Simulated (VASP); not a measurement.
# MnS (F-43m) in VASP: settings compared

MnS is run at these levels: PBE, PBE+D3(BJ); tasks: single point, relaxation of cell and atoms.

Everything below comes from runs of VASP 6.6.1. Logs are shortened: lines on timing, memory, paths and dates and some standing lists are left out, and cuts for length are marked.

## 1. The cell of the first run

Symmetry: F-43m, No. 216, cubic system. The conventional cell has a = 4.947 Å, b = 4.947 Å, c = 4.947 Å, α = 90.00°, β = 90.00°, γ = 90.00°. Mn (site symmetry -43m) has 4 S at 2.14 Å within 2.8 Å. Within 2.8 Å of S (site symmetry -43m) lie 4 Mn at 2.14 Å.

## 2. Single point, PBE, collinear spin, ferromagnetic start

The input, INCAR:

```
SYSTEM = MnS
PREC = Accurate ; ENCUT = 520
EDIFF = 1E-6 ; ISMEAR = 0
SIGMA = 0.05 ; LREAL = .FALSE.
LASPH = .TRUE. ; NELM = 150
ALGO = Normal ; ISIF = 2
LWAVE = .FALSE. ; LCHARG = .FALSE.
ISPIN = 2 ; MAGMOM = 4 0
LORBIT = 11 ; LMAXMIX = 4
GGA = PE ; NBANDS = 20
```

The input, KPOINTS:

```
Automatic mesh
0
G
  9 9 9
  0 0 0
```

The input, POSCAR:

```
MnS
1.0
    0.0000000000      2.4734634191      2.4734634191
    2.4734634191      0.0000000000      2.4734634191
    2.4734634191      2.4734634191      0.0000000000
Mn S
1 1
Direct
    0.0000000000      0.0000000000      0.0000000000
    0.7500000000      0.7500000000      0.7500000000
```

Potentials or basis: VASP PAW PBE potentials, release 64 (Mn_pv, S).

Launch:

```console
cat potpaw_PBE.64/Mn_pv/POTCAR potpaw_PBE.64/S/POTCAR > POTCAR
mpirun -np 1 vasp_std > vasp.out
```

OUTCAR:

```text
SYSTEM = MnS
   PREC = Accurate
   ENCUT = 520
   EDIFF = 1E-6
   ISMEAR = 0
   LREAL = .FALSE.
   LASPH = .TRUE.
   NELM = 150
   ISIF = 2
   ISPIN = 2
   LORBIT = 11
   GGA = PE

 ion  position               nearest neighbor table
   1  0.000  0.000  0.000-   2 2.14   2 2.14   2 2.14   2 2.14
   2  0.750  0.750  0.750-   1 2.14   1 2.14   1 2.14   1 2.14

  LATTYP: Found a face centered cubic cell.
 ALAT       =     4.9469268382

  Lattice vectors:

 A1 = (   0.0000000000,   2.4734634191,   2.4734634191)
 A2 = (   2.4734634191,   0.0000000000,   2.4734634191)
 A3 = (   2.4734634191,   2.4734634191,   0.0000000000)

Analysis of symmetry for initial positions (statically):
=====================================================================
 Subroutine PRICEL returns:
 Original cell was already a primitive cell.

 Routine SETGRP: Setting up the symmetry group for a
 face centered cubic supercell.

 Subroutine GETGRP returns: Found 24 space group operations
 (whereof 24 operations were pure point group operations)
 out of a pool of 48 trial point group operations.

The static configuration has the point symmetry T_d .

Analysis of symmetry for dynamics (positions and initial velocities):
=====================================================================
 Subroutine PRICEL returns:
 Original cell was already a primitive cell.

 Routine SETGRP: Setting up the symmetry group for a
 face centered cubic supercell.

 Subroutine GETGRP returns: Found 24 space group operations
 (whereof 24 operations were pure point group operations)
 out of a pool of 48 trial point group operations.

The dynamic configuration has the point symmetry T_d .

Analysis of structural, dynamic, and magnetic symmetry:
=====================================================================
 Subroutine PRICEL returns:
 Original cell was already a primitive cell.

 Routine SETGRP: Setting up the symmetry group for a
 face centered cubic supercell.

 Subroutine GETGRP returns: Found 24 space group operations
 (whereof 24 operations were pure point group operations)
 out of a pool of 48 trial point group operations.

The overall configuration has the point symmetry T_d .

 Subroutine INISYM returns: Found 24 space group operations
 (whereof 24 operations are pure point group operations),
 and found     1 'primitive' translations

----------------------------------------------------------------------------------------

                                     Primitive cell

  volume of cell :      30.2654

  direct lattice vectors                    reciprocal lattice vectors
     0.000000000  2.473463419  2.473463419    -0.202145702  0.202145702  0.202145702
     2.473463419  0.000000000  2.473463419     0.202145702 -0.202145702  0.202145702
     2.473463419  2.473463419  0.000000000     0.202145702  0.202145702 -0.202145702

  length of vectors
     3.498005513  3.498005513  3.498005513     0.350126627  0.350126627  0.350126627

  position of ions in fractional coordinates (direct lattice)
     0.000000000  0.000000000  0.000000000
     0.750000000  0.750000000  0.750000000

  ion indices of the primitive-cell ions
   primitive index   ion index
                 1           1
                 2           2

----------------------------------------------------------------------------------------

 KPOINTS: Automatic mesh

Automatic generation of k-mesh.
 Grid dimensions read from file:
 generate k-points for:    9    9    9

 Generating k-lattice:

  Cartesian coordinates                     Fractional coordinates (reciprocal lattice)
    -0.022460634  0.022460634  0.022460634     0.111111111  0.000000000  0.000000000
     0.022460634 -0.022460634  0.022460634     0.000000000  0.111111111  0.000000000
     0.022460634  0.022460634 -0.022460634     0.000000000  0.000000000  0.111111111

  Length of vectors
     0.038902959  0.038902959  0.038902959

  Shift w.r.t. Gamma in fractional coordinates (k-lattice)
     0.000000000  0.000000000  0.000000000

 Subroutine IBZKPT returns following result:
 ===========================================

 Found     35 irreducible k-points:

 Following reciprocal coordinates:
            Coordinates               Weight
  0.000000  0.000000  0.000000      1.000000
  0.111111  0.000000  0.000000      8.000000
  0.222222  0.000000  0.000000      8.000000
  0.333333  0.000000  0.000000      8.000000
  0.444444  0.000000  0.000000      8.000000
  0.111111  0.111111  0.000000      6.000000
[... 16 lines left out ...]
 -0.333333  0.333333  0.000000     12.000000
  0.444444  0.444444  0.000000      6.000000
 [... further k-points ...]
   k-points           NKPTS =     35   k-points in BZ     NKDIM =     35   number of bands    NBANDS=     20
   number of dos      NEDOS =    301   number of ions     NIONS =      2
   total plane-waves  NPLWV =  21952
   dimension x,y,z NGX =    28 NGY =   28 NGZ =   28
   dimension x,y,z NGXF=    56 NGYF=   56 NGZF=   56
   ions per type =               1   1
   NGX,Y,Z   is equivalent  to a cutoff of  13.31, 13.31, 13.31 a.u.
   NGXF,Y,Z  is equivalent  to a cutoff of  26.61, 26.61, 26.61 a.u.
 SYSTEM =  MnS
   PREC   = accura    normal or accurate (medium, high low for compatibility)
   ISTART =      0    job   : 0-new  1-cont  2-samecut
   ICHARG =      2    charge: 1-file 2-atom 10-const
   ISPIN  =      2    spin polarized calculation?
   LNONCOLLINEAR =      F non collinear calculations
   LSORBIT =      F    spin-orbit coupling
   LASPH  =      T    aspherical Exc in radial PAW
   ENCUT  =  520.0 eV  38.22 Ry    6.18 a.u.   6.50  6.50  6.50*2*pi/ulx,y,z
   NELM   =    150;   NELMIN=  2; NELMDL= -5     # of ELM steps
   EDIFF  = 0.1E-05   stopping-criterion for ELM
   LREAL  =      F    real-space projection
   EDIFFG = 0.1E-04   stopping-criterion for IOM
   NSW    =      0    number of steps for IOM
   IBRION =     -1    ionic relax: 0-MD 1-quasi-New 2-CG
   NFREE  =      0    steps in history (QN), initial steepest desc. (CG)
   ISIF   =      2    stress and relaxation
   ISYM   =      2    0-nonsym 1-usesym 2-fastsym
   POTIM  = 0.5000    time-step for ionic-motion
   TEBEG  =    0.0;   TEEND  =   0.0 temperature during run
   PSTRESS=    0.0 pullay stress
   NELECT =      19.0000    total number of electrons
   NUPDOWN=      -1.0000    fix difference up-down
   EMIN   =  10.00;   EMAX   =-10.00  energy-range for DOS
   EFERMI =   0.00;   METHOD = LEGACY
   ISMEAR =     0;   SIGMA  =   0.05  broadening in eV -4-tet -1-fermi 0-gaus
   EFERMI_NEDOS =   21; number of points for ismear=-14 and -15
   IALGO  =     38    algorithm
   IMIX   =      4    mixing-type and parameters
     AMIX     =   0.40;   BMIX     =  1.00
     AMIX_MAG =   1.60;   BMIX_MAG =  1.00
  volume/ion in A,a.u.               =      15.13       102.12
  Fermi-wavevector in a.u.,A,eV,Ry     =   1.401771  2.648964 26.734947  1.964963
  Thomas-Fermi vector in A             =   2.524600
   LORBIT       =     11    0 simple, 1 ext, 2 COOP (PROOUT), +10 PAW based schemes
   GGA     = PE    functional components
   LHFCALC =     F    Hartree Fock is set to
   AEXX    =    0.0000 exact exchange contribution
   IVDW    =     0    specifies the selected vdW correction
   LEPSILON=     F    determine dielectric tensor
   LRPA    =     F    only Hartree local field effects (RPA)
 spin polarized calculation
 Gauss-broadening in eV      SIGMA  =   0.05
  energy-cutoff  :      520.00
  volume of cell :       30.27
 maximum number of plane-waves:       869
 NGX is ok and might be reduce to    28
   NGX = 13   NGY = 13   NGZ = 13

 number of electron      18.9999987 magnetization      -0.1263856

 number of electron      18.9999987 magnetization       0.2404089

 Free energy of the ion-electron system (eV)
  ---------------------------------------------------
  ext. energy  EPLUGINS =         0.00000000
  ---------------------------------------------------
  free energy    TOTEN  =       -13.66873708 eV

  energy without entropy =      -13.66556957  energy(sigma->0) =      -13.66715333

 E-fermi :   7.4373     XC(G=0): -11.2404

 val. band max:        7.4009855043   @ k =  -0.3333   0.3333   0.1111
 cond. band min:       7.4388464027   @ k =  -0.4444   0.3333   0.1111
 fundamental gap:      0.0378608983
 Fermi energy:         7.4372956041

 spin component 1

 k-point     1 :       0.0000    0.0000    0.0000
  band No.  band energies     occupation
      1     -40.3830      1.00000
      2     -40.3830      1.00000
      3     -40.3830      1.00000
      4      -7.8748      1.00000
      5       2.7109      1.00000
      6       2.7109      1.00000
[... 12 lines left out ...]
     19      23.1669      0.00000
     20      23.6617      0.00000
[... 507 lines left out ...]
 k-point    24 :       0.4444    0.4444    0.0000
  band No.  band energies     occupation
      1     -40.4077      1.00000
      2     -40.3923      1.00000
      3     -40.3923      1.00000
      4      -6.2255      1.00000
      5       0.7527      1.00000
      6       3.3358      1.00000
[... 12 lines left out ...]
     19      24.5932      0.00000
     20      24.5932      0.00000

 [... further k-points ...]

 spin component 2

 k-point     1 :       0.0000    0.0000    0.0000
  band No.  band energies     occupation
      1     -40.1566      1.00000
      2     -40.1566      1.00000
      3     -40.1566      1.00000
      4      -7.8657      1.00000
      5       2.7579      1.00000
      6       2.7579      1.00000
[... 12 lines left out ...]
     19      23.1584      0.00000
     20      23.6903      0.00000
[... 507 lines left out ...]
 k-point    24 :       0.4444    0.4444    0.0000
  band No.  band energies     occupation
      1     -40.1817      1.00000
      2     -40.1661      1.00000
      3     -40.1661      1.00000
      4      -6.2213      1.00000
      5       0.7986      1.00000
      6       3.3641      1.00000
[... 12 lines left out ...]
     19      24.6215      0.00000
     20      24.6215      0.00000

 [... further k-points ...]
[... 5 lines left out ...]
  --------------------------------------------------------------------------------------
  -------------------------------------------------------------------------------------
  Total        0.5683373      0.5683373      0.5683373      0.0000000     -0.0000000     -0.0000000
  in kB       30.0864018     30.0864018     30.0864018      0.0000000     -0.0000000     -0.0000000
  external PRESSURE =      30.0864018 kB  Pullay stress =       0.0000000 kB

 VOLUME and BASIS-vectors are now :
 -----------------------------------------------------------------------------
  energy-cutoff  :      520.00
  volume of cell :       30.27
      direct lattice vectors                 reciprocal lattice vectors
     0.000000000  2.473463419  2.473463419    -0.202145702  0.202145702  0.202145702
     2.473463419  0.000000000  2.473463419     0.202145702 -0.202145702  0.202145702
     2.473463419  2.473463419  0.000000000     0.202145702  0.202145702 -0.202145702

 POSITION                                       TOTAL-FORCE (eV/Angst)
 -----------------------------------------------------------------------------------
      0.00000      0.00000      0.00000        -0.000000     -0.000000     -0.000000
      3.71020      3.71020      3.71020         0.000000      0.000000      0.000000
 -----------------------------------------------------------------------------------
    total drift:                               -0.000001     -0.000001     -0.000001

  FREE ENERGIE OF THE ION-ELECTRON SYSTEM (eV)
  ---------------------------------------------------
  free  energy   TOTEN  =       -13.6687370795 eV

  energy  without entropy=      -13.6655695738  energy(sigma->0) =      -13.66715333

 total charge

# of ion       s       p       d       tot
------------------------------------------
    1        0.353   6.313   5.365  12.031
    2        1.322   2.426   0.000   3.748
--------------------------------------------------
tot          1.675   8.739   5.365  15.779

 magnetization (x)

# of ion       s       p       d       tot
------------------------------------------
    1        0.008   0.004   0.219   0.232
    2       -0.001  -0.003   0.000  -0.004
--------------------------------------------------
tot          0.007   0.001   0.219   0.227
```

It took 63 s on 1 thread of Intel Xeon 6975P-C (Granite Rapids), shared host; peak memory 0.19 GiB.

Results:

```
Free energy                                           : -13.6687 eV
Pressure                                              : 3.0 GPa
Net moment                                            : 0.24 μB per cell
Site moments                                          : Mn +0.23; S -0.00 μB
Valence electrons inside the program's atomic spheres : Mn 12.03; S 3.75
```

Levels at points of the mesh, in eV from the Fermi level:
Spin up:
```tsv
k point	band 6	band 7	band 8	band 9	band 10	band 11	band 12	band 13	band 14	band 15
(0.00, 0.00, 0.00)	-4.73	-4.73	-0.92	-0.92	3.66	3.66	3.66	3.78	7.90	7.90
```
Spin down:
| k point | band 6 | band 7 | band 8 | band 9 | band 10 | band 11 | band 12 | band 13 |
| --- | --- | --- | --- | --- | --- | --- | --- | --- |
| (0.00, 0.00, 0.00) | -4.68 | -4.68 | -0.62 | -0.62 | 3.73 | 3.73 | 3.73 | 3.81 |

Caveat: the moment fell far below its start of 4 μB, so a state of higher moment may lie lower in energy; semilocal functionals often make such compounds metallic where correlation or magnetic order opens a gap, which also shifts bond lengths. With open d or f shells a metallic result of PBE can be an artefact of self-interaction; +U or a hybrid may open a gap.

## 3. Single point, PBE, collinear spin, ferromagnetic start

This run uses another cell than the first one, of 15.45 Å³/atom, 1.021 times its volume.

The input, INCAR:

```
PREC     = Accurate       # precision mode
ENCUT    = 520            # plane-wave cutoff, eV
EDIFF    = 1E-6           # SCF threshold, eV
ISMEAR   = -1             # smearing method
SIGMA    = 0.05           # smearing width, eV
LREAL    = False          # projectors in reciprocal space
LASPH    = True           # aspherical terms in the spheres
NELM     = 150            # most SCF steps
ALGO     = Normal         # electronic algorithm
ISIF     = 2              # what is computed and relaxed
LWAVE    = False          # write WAVECAR
LCHARG   = False          # write CHGCAR
ISPIN    = 2              # spin polarisation
MAGMOM   = 4 0            # initial moments
LORBIT   = 11             # projections on sites
LMAXMIX  = 4              # l up to which the mixer works
GGA      = PE             # functional
NBANDS   = 20             # bands
```

The input, KPOINTS:

```
Automatic mesh
0
Gamma
  9 9 9
```

The input, POSCAR:

```
MnS
1.0
    0.0000000000      2.4908093905      2.4908093905
    2.4908093905      0.0000000000      2.4908093905
    2.4908093905      2.4908093905      0.0000000000
Mn S
1 1
Direct
    0.0000000000      0.0000000000      0.0000000000
    0.7500000000      0.7500000000      0.7500000000
```

Potentials or basis: VASP PAW PBE potentials, release 64 (Mn_pv, S).

Launch:

```console
cat potpaw_PBE.64/Mn_pv/POTCAR potpaw_PBE.64/S/POTCAR > POTCAR
mpirun -np 1 vasp_std > vasp.out
```

It took 44 s on 1 thread of Intel Xeon 6975P-C (Granite Rapids), shared host; peak memory 0.18 GiB.

Results (log left out):

| Quantity | Value |
| --- | --- |
| Free energy | -13.6838 eV |
| Pressure | 0.1 GPa |
| Net moment | 0.24 μB per cell |
| Site moments | Mn +0.23; S -0.01 μB |
| Valence electrons inside the program's atomic spheres | Mn 11.99; S 3.74 |

Levels at points of the mesh, in eV from the Fermi level:
Spin up:
```tsv
k point	band 7	band 8	band 9	band 10	band 11	band 12	band 13	band 14
(0.00, 0.00, 0.00)	-4.66	-0.89	-0.89	3.53	3.53	3.53	3.65	7.82
```
Spin down:
```tsv
k point	band 7	band 8	band 9	band 10	band 11	band 12
(0.00, 0.00, 0.00)	-4.61	-0.61	-0.61	3.61	3.61	3.61
```

Caveat: the moment fell far below its start of 4 μB, so a state of higher moment may lie lower in energy; semilocal functionals often make such compounds metallic where correlation or magnetic order opens a gap, which also shifts bond lengths. With open d or f shells a metallic result of PBE can be an artefact of self-interaction; +U or a hybrid may open a gap.

(Part 1 of 2 ends here.)
